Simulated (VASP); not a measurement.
# LiCuAuO2 (R3m) in VASP: single point with PBE

Aim: the single point of LiCuAuO2 with PBE.

All numbers are computed with VASP 6.6.1; they aren't measurements. Logs are shortened: lines on timing, memory, paths and dates and some standing lists are left out, and cuts for length are marked.

## Step 1: The cell of the first run

Symmetry: R3m, No. 160, trigonal system. Conventional cell: a = 3.340 Å, b = 3.340 Å, c = 19.256 Å, α = 90.00°, β = 90.00°, γ = 120.00°. Within 2.8 Å of Au (site symmetry 3m) lie 2 O at 2.07 to 2.10 Å and 3 Li at 2.71 Å. Cu (site symmetry 3m) has 6 O at 2.04 to 2.49 Å and 3 Li at 2.62 Å within 2.7 Å. O (site symmetry 3m) has 3 Li at 1.94 Å and 1 Au at 2.10 Å and 3 Cu at 2.49 Å within 2.6 Å. Within 2.7 Å of O (site symmetry 3m) lie 3 Cu at 2.04 Å and 1 Au at 2.07 Å and 1 Li at 2.44 Å. Li (site symmetry 3m) has 4 O at 1.94 to 2.44 Å and 3 Cu at 2.62 Å and 3 Au at 2.71 Å within 2.8 Å.

## Step 2: Single point, PBE

Input file INCAR:

```
ALGO = Normal
EDIFF = 1E-6
ENCUT = 880
GGA = PE
GGA_COMPAT = F
ISIF = 2
ISMEAR = -1
LASPH = T
LCHARG = F
LREAL = F
LWAVE = F
NBANDS = 34
NELM = 120
PREC = Accurate
SIGMA = 0.05
```

Input file KPOINTS:

```
k-points
0
Gamma
  8 8 8
```

Input file POSCAR:

```
LiCuAuO2
1.0
    1.6699434548      0.9641423031      6.4188160000
   -1.6699434548      0.9641423031      6.4188160000
    0.0000000000     -1.9282846063      6.4188160000
Au Cu O Li
1 1 2 1
Direct
    0.9917940000      0.9917940000      0.9917940000
    0.5158030000      0.5158030000      0.5158030000
    0.1009220000      0.1009220000      0.1009220000
    0.8842220000      0.8842220000      0.8842220000
    0.7572590000      0.7572590000      0.7572590000
```

Potentials or basis: VASP PAW PBE potentials, release 64 (Au_sv_GW, Cu_sv_GW, O, Li_sv).

Run with:

```sh
$ cat potpaw_PBE.64/Au_sv_GW/POTCAR potpaw_PBE.64/Cu_sv_GW/POTCAR potpaw_PBE.64/O/POTCAR potpaw_PBE.64/Li_sv/POTCAR > POTCAR
$ mpirun -np 1 vasp_std > vasp.out
```

OUTCAR:

```text
EDIFF = 1E-6
   ENCUT = 880
   GGA = PE
   ISIF = 2
   ISMEAR = -1
   LASPH = T
   LREAL = F
   NELM = 120
   PREC = Accurate

 ion  position               nearest neighbor table
   1  0.992  0.992  0.992-   4 2.07   3 2.10   5 2.71   5 2.71   5 2.71
   2  0.516  0.516  0.516-   4 2.04   4 2.04   4 2.04   5 2.62   5 2.62   5 2.62
   3  0.101  0.101  0.101-   5 1.94   5 1.94   5 1.94   1 2.10
   4  0.884  0.884  0.884-   2 2.04   2 2.04   2 2.04   1 2.07
   5  0.757  0.757  0.757-   3 1.94   3 1.94   3 1.94   2 2.62   2 2.62   2 2.62   1 2.71   1 2.71
                             1 2.71

  LATTYP: Found a trigonal (rhomboedric) cell.
 ALAT       =     6.7021996661
 COS(alpha) =     0.8758351112

  Lattice vectors:

 A1 = (   1.6699434548,   0.9641423031,   6.4188160000)
 A2 = (  -1.6699434548,   0.9641423031,   6.4188160000)
 A3 = (   0.0000000000,  -1.9282846063,   6.4188160000)

Analysis of symmetry for initial positions (statically):
=====================================================================
 Subroutine PRICEL returns:
 Original cell was already a primitive cell.

 Routine SETGRP: Setting up the symmetry group for a
 trigonal (rhombohedral) supercell.

 Subroutine GETGRP returns: Found  6 space group operations
 (whereof  6 operations were pure point group operations)
 out of a pool of 12 trial point group operations.

The static configuration has the point symmetry C_3v.

Analysis of symmetry for dynamics (positions and initial velocities):
=====================================================================
 Subroutine PRICEL returns:
 Original cell was already a primitive cell.

 Routine SETGRP: Setting up the symmetry group for a
 trigonal (rhombohedral) supercell.

 Subroutine GETGRP returns: Found  6 space group operations
 (whereof  6 operations were pure point group operations)
 out of a pool of 12 trial point group operations.

The dynamic configuration has the point symmetry C_3v.

 Subroutine INISYM returns: Found  6 space group operations
 (whereof  6 operations are pure point group operations),
 and found     1 'primitive' translations

----------------------------------------------------------------------------------------

                                     Primitive cell

  volume of cell :      62.0082

  direct lattice vectors                    reciprocal lattice vectors
     1.669943455  0.964142303  6.418816000     0.299411335  0.172865215  0.051930657
    -1.669943455  0.964142303  6.418816000    -0.299411335  0.172865215  0.051930657
     0.000000000 -1.928284606  6.418816000     0.000000000 -0.345730430  0.051930657

  length of vectors
     6.702199666  6.702199666  6.702199666     0.349608815  0.349608815  0.349608815

  position of ions in fractional coordinates (direct lattice)
     0.991794000  0.991794000  0.991794000
     0.515803000  0.515803000  0.515803000
     0.100922000  0.100922000  0.100922000
     0.884222000  0.884222000  0.884222000
     0.757259000  0.757259000  0.757259000

  ion indices of the primitive-cell ions
   primitive index   ion index
                 1           1
                 2           2
                 3           3
                 4           4
                 5           5

----------------------------------------------------------------------------------------

 KPOINTS: k-points

Automatic generation of k-mesh.
 Grid dimensions read from file:
 generate k-points for:    8    8    8

 Generating k-lattice:

  Cartesian coordinates                     Fractional coordinates (reciprocal lattice)
     0.037426417  0.021608152  0.006491332     0.125000000  0.000000000  0.000000000
    -0.037426417  0.021608152  0.006491332     0.000000000  0.125000000  0.000000000
     0.000000000 -0.043216304  0.006491332    -0.000000000 -0.000000000  0.125000000

  Length of vectors
     0.043701102  0.043701102  0.043701102

  Shift w.r.t. Gamma in fractional coordinates (k-lattice)
     0.000000000  0.000000000  0.000000000

 Subroutine IBZKPT returns following result:
 ===========================================

 Found     65 irreducible k-points:

 Following reciprocal coordinates:
            Coordinates               Weight
  0.000000  0.000000  0.000000      1.000000
  0.125000  0.000000  0.000000      6.000000
  0.250000  0.000000  0.000000      6.000000
  0.375000  0.000000 -0.000000      6.000000
  0.500000  0.000000  0.000000      3.000000
  0.125000  0.125000  0.000000      6.000000
[... 16 lines left out ...]
  0.250000  0.125000  0.125000      6.000000
  0.375000  0.125000  0.125000      6.000000
 [... further k-points ...]
   k-points           NKPTS =     65   k-points in BZ     NKDIM =     65   number of bands    NBANDS=     34
   number of dos      NEDOS =    301   number of ions     NIONS =      5
   total plane-waves  NPLWV = 343000
   dimension x,y,z NGX =    70 NGY =   70 NGZ =   70
   dimension x,y,z NGXF=   140 NGYF=  140 NGZF=  140
   ions per type =               1   1   2   1
   NGX,Y,Z   is equivalent  to a cutoff of  17.36, 17.36, 17.36 a.u.
   NGXF,Y,Z  is equivalent  to a cutoff of  34.73, 34.73, 34.73 a.u.
 SYSTEM =  unknown system
   PREC   = accura    normal or accurate (medium, high low for compatibility)
   ISTART =      0    job   : 0-new  1-cont  2-samecut
   ICHARG =      2    charge: 1-file 2-atom 10-const
   ISPIN  =      1    spin polarized calculation?
   LNONCOLLINEAR =      F non collinear calculations
   LSORBIT =      F    spin-orbit coupling
   LASPH  =      T    aspherical Exc in radial PAW
   ENCUT  =  880.0 eV  64.68 Ry    8.04 a.u.  16.21 16.21 16.21*2*pi/ulx,y,z
   NELM   =    120;   NELMIN=  2; NELMDL= -5     # of ELM steps
   EDIFF  = 0.1E-05   stopping-criterion for ELM
   LREAL  =      F    real-space projection
   EDIFFG = 0.1E-04   stopping-criterion for IOM
   NSW    =      0    number of steps for IOM
   IBRION =     -1    ionic relax: 0-MD 1-quasi-New 2-CG
   NFREE  =      0    steps in history (QN), initial steepest desc. (CG)
   ISIF   =      2    stress and relaxation
   ISYM   =      2    0-nonsym 1-usesym 2-fastsym
   POTIM  = 0.5000    time-step for ionic-motion
   TEBEG  =    0.0;   TEEND  =   0.0 temperature during run
   PSTRESS=    0.0 pullay stress
   NELECT =      53.0000    total number of electrons
   NUPDOWN=      -1.0000    fix difference up-down
   EMIN   =  10.00;   EMAX   =-10.00  energy-range for DOS
   EFERMI =   0.00;   METHOD = LEGACY
   ISMEAR =    -1;   SIGMA  =   0.05  broadening in eV -4-tet -1-fermi 0-gaus
   EFERMI_NEDOS =   21; number of points for ismear=-14 and -15
   IALGO  =     38    algorithm
   IMIX   =      4    mixing-type and parameters
     AMIX     =   0.40;   BMIX     =  1.00
     AMIX_MAG =   1.60;   BMIX_MAG =  1.00
  volume/ion in A,a.u.               =      12.40        83.69
  Fermi-wavevector in a.u.,A,eV,Ry     =   1.553640  2.935954 32.841710  2.413798
  Thomas-Fermi vector in A             =   2.657842
   LORBIT       =      0    0 simple, 1 ext, 2 COOP (PROOUT), +10 PAW based schemes
   GGA     = PE    functional components
   LHFCALC =     F    Hartree Fock is set to
   AEXX    =    0.0000 exact exchange contribution
   IVDW    =     0    specifies the selected vdW correction
   LEPSILON=     F    determine dielectric tensor
   LRPA    =     F    only Hartree local field effects (RPA)
 non-spin polarized calculation
  energy-cutoff  :      880.00
  volume of cell :       62.01
 maximum number of plane-waves:      3694
 NGX is ok and might be reduce to    70
   NGX = 33   NGY = 33   NGZ = 33

 number of electron      53.0000001 magnetization

 Free energy of the ion-electron system (eV)
  ---------------------------------------------------
  ext. energy  EPLUGINS =         0.00000000
  ---------------------------------------------------
  free energy    TOTEN  =       -21.65058532 eV

  energy without entropy =      -21.61742122  energy(sigma->0) =      -21.63400327

 E-fermi :   3.7988     XC(G=0): -11.0830

 val. band max:        3.7980539860   @ k =  -0.3750  -0.3750   0.2500
 cond. band min:       3.8184225961   @ k =   0.3750   0.2500  -0.0000
 fundamental gap:      0.0203686100
 Fermi energy:         3.7987989326

 k-point     1 :       0.0000    0.0000    0.0000
  band No.  band energies     occupation
      1    -107.9394      2.00000
      2    -100.9560      2.00000
      3     -65.4009      2.00000
      4     -65.4009      2.00000
      5     -65.1707      2.00000
      6     -52.5654      2.00000
[... 26 lines left out ...]
     33      15.3544      0.00000
     34      17.9202      0.00000

 k-point     2 :       0.1250    0.0000    0.0000
  band No.  band energies     occupation
      1    -107.9394      2.00000
      2    -100.9559      2.00000
      3     -65.4014      2.00000
      4     -65.4010      2.00000
      5     -65.1707      2.00000
      6     -52.5650      2.00000
[... 26 lines left out ...]
     33      15.6326      0.00000
     34      16.1757      0.00000

 k-point     3 :       0.2500    0.0000    0.0000
  band No.  band energies     occupation
      1    -107.9394      2.00000
      2    -100.9557      2.00000
      3     -65.4024      2.00000
      4     -65.4013      2.00000
      5     -65.1706      2.00000
      6     -52.5641      2.00000
[... 26 lines left out ...]
     33      14.9658      0.00000
     34      15.9112      0.00000

 k-point     4 :       0.3750    0.0000   -0.0000
  band No.  band energies     occupation
      1    -107.9394      2.00000
      2    -100.9555      2.00000
      3     -65.4034      2.00000
      4     -65.4016      2.00000
      5     -65.1705      2.00000
      6     -52.5632      2.00000
[... 26 lines left out ...]
     33      14.9244      0.00000
     34      15.1353      0.00000

 k-point     5 :       0.5000    0.0000    0.0000
  band No.  band energies     occupation
      1    -107.9394      2.00000
      2    -100.9554      2.00000
      3     -65.4038      2.00000
      4     -65.4017      2.00000
      5     -65.1705      2.00000
      6     -52.5628      2.00000
[... 621 lines left out ...]
 k-point    22 :       0.1250    0.1250    0.1250
  band No.  band energies     occupation
      1    -107.9394      2.00000
      2    -100.9560      2.00000
      3     -65.4009      2.00000
      4     -65.4009      2.00000
      5     -65.1707      2.00000
      6     -52.5653      2.00000
[... 26 lines left out ...]
     33      15.3840      0.00000
     34      17.9679      0.00000

 k-point    23 :       0.2500    0.1250    0.1250
  band No.  band energies     occupation
      1    -107.9394      2.00000
      2    -100.9559      2.00000
      3     -65.4014      2.00000
      4     -65.4010      2.00000
      5     -65.1707      2.00000
      6     -52.5650      2.00000
[... 26 lines left out ...]
     33      15.6362      0.00000
     34      16.2164      0.00000

 k-point    24 :       0.3750    0.1250    0.1250
  band No.  band energies     occupation
      1    -107.9394      2.00000
      2    -100.9557      2.00000
      3     -65.4024      2.00000
      4     -65.4013      2.00000
      5     -65.1706      2.00000
      6     -52.5641      2.00000
[... 26 lines left out ...]
     33      14.7510      0.00000
     34      15.8344      0.00000

 [... further k-points ...]

------------------------ aborting loop because EDIFF is reached ----------------------------------------

  FORCE on cell =-STRESS in cart. coord.  units (eV):
  Direction    XX          YY          ZZ          XY          YZ          ZX
  --------------------------------------------------------------------------------------
  -------------------------------------------------------------------------------------
  Total       -1.6522006     -1.6522006     -2.0348081      0.0000000      0.0000000      0.0000000
  in kB      -42.6898148    -42.6898148    -52.5756883      0.0000000      0.0000000      0.0000000
  external PRESSURE =     -45.9851060 kB  Pullay stress =       0.0000000 kB

 VOLUME and BASIS-vectors are now :
 -----------------------------------------------------------------------------
  energy-cutoff  :      880.00
  volume of cell :       62.01
      direct lattice vectors                 reciprocal lattice vectors
     1.669943455  0.964142303  6.418816000     0.299411335  0.172865215  0.051930657
    -1.669943455  0.964142303  6.418816000    -0.299411335  0.172865215  0.051930657
     0.000000000 -1.928284606  6.418816000     0.000000000 -0.345730430  0.051930657

 POSITION                                       TOTAL-FORCE (eV/Angst)
 -----------------------------------------------------------------------------------
      0.00000     -0.00000     19.09843         0.000000     -0.000000      0.018813
      0.00000     -0.00000      9.93253         0.000000     -0.000000      0.364215
      0.00000     -0.00000      1.94340         0.000000      0.000000     -0.352733
      0.00000     -0.00000     17.02697         0.000000      0.000000     -0.107102
      0.00000     -0.00000     14.58212         0.000000     -0.000000      0.076808
 -----------------------------------------------------------------------------------
    total drift:                                0.000000     -0.000000      0.000878

  FREE ENERGIE OF THE ION-ELECTRON SYSTEM (eV)
  ---------------------------------------------------
  free  energy   TOTEN  =       -21.6505853175 eV

  energy  without entropy=      -21.6174212185  energy(sigma->0) =      -21.63400327
```

Wall time 20 min (1 thread of Intel Xeon Platinum 8488C (Sapphire Rapids), shared host); peak memory 0.98 GiB.

What came out:

```
Free energy            : -21.6506 eV
Pressure               : -4.6 GPa
Largest force          : 0.364 eV/Å
Band gap on the k mesh : zero (an odd number of electrons rules out a gap without spin polarisation)
```

Forces in eV/Å, atoms in the order of the input:
```
Au   0.000  0.000  0.019
Cu   0.000  0.000  0.364
O    0.000  0.000 -0.353
O    0.000  0.000 -0.107
Li   0.000  0.000  0.077
```

Stress tensor (GPa, compression positive):
```
-4.27  0.00  0.00
 0.00 -4.27  0.00
 0.00  0.00 -5.26
```

Caveat: the cell stands under tension; spin-orbit coupling is left out, which moves the levels of the heavy elements. With open d or f shells a metallic result of PBE can be an artefact of self-interaction; +U or a hybrid may open a gap.

The gap in the log of VASP goes by the Fermi energy; the results here count the filled bands.